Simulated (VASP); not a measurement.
Runs of VASP 6.6.1 on NaF. The structure is that of space group F-43m (No. 216), or close to it. The cells are those of the table. 

| cell | gap on the mesh (eV) | pressure (GPa) |
| --- | --- | --- |
| a = 3.456 Å, angles 60.0°, 2 atoms | (a) | (b) |
| a = 3.638 Å, angles 60.0°, 2 atoms | 5.46 | 0.1 |
| a = 3.519 Å, angles 60.0°, 2 atoms | 5.79 | 4.3 |
| a = 3.695 Å, angles 60.0°, 2 atoms | 5.31 | -1.3 |

Alike in all rows: task single point; level PBE; potentials or basis VASP PAW PBE potentials, release 64 (Na_pv, F); no spin polarisation; k mesh 4 × 4 × 4; cutoff (eV) 600; smearing gaussian 0.01 eV.

Estimate the missing entries.

(a) 5.98; (b) 7.4.

Caveats: all runs use coarse meshes.

